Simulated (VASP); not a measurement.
The system is Nb3W.

```
Nb W
1.0
     3.96133    0.00000    0.00000
     0.00000    3.96133    0.00000
     0.00000    0.00000    3.96133
Nb W
3 1
Direct
  0.00000 0.50000 0.50000
  0.50000 0.00000 0.50000
  0.50000 0.50000 0.00000
  0.00000 0.00000 0.00000
```

* Program: VASP 6.6.1
* Task: relaxation of cell and atoms
* Functional: PBE
* Potentials or basis: VASP PAW PBE potentials, release 64 (Nb_sv, W_sv)
* Cutoff: 600 eV
* k mesh: 4 × 4 × 4
* Occupations: gaussian, width 0.1 eV
* Spin: no spin polarisation

At the start: pressure 38.7 GPa; volume 15.54 Å³/atom.

Problem. How do energy, volume and symmetry change on relaxing?

Solution. Over 5 steps the energy falls by 268.0 meV/atom and the volume is 18.07 Å³/atom (+16.3 %); space group Pm-3m (No. 221, to 0.05 Å).

The path:
| step | energy change (eV) | largest force (eV/Å) | pressure (GPa) | volume (Å³) |
| --- | --- | --- | --- | --- |
| 1 | 0.0000 | 0.0000 | 38.69 | 62.16 |
| 2 | 3.0514 | 0.0000 | -32.69 | 102.41 |
| 3 | -1.0580 | 0.0000 | -3.32 | 73.63 |
| 4 | -1.0716 | 0.0000 | -0.58 | 72.52 |
| 5 | -1.0721 | 0.0000 | 0.00 | 72.29 |

Final structure:
```xyz
4
Lattice="4.1657 0.0000 0.0000 0.0000 4.1657 0.0000 0.0000 0.0000 4.1657" Properties=species:S:1:pos:R:3 pbc="T T T"
Nb    0.0000    2.0829    2.0829
Nb    2.0829    0.0000    2.0829
Nb    2.0829    2.0829    0.0000
W     0.0000    0.0000    0.0000
```

Caveat: the k points lie up to 0.38 Å⁻¹ apart in the final cell; the volume moved by over 15 % at a fixed basis, so the end points are rough.
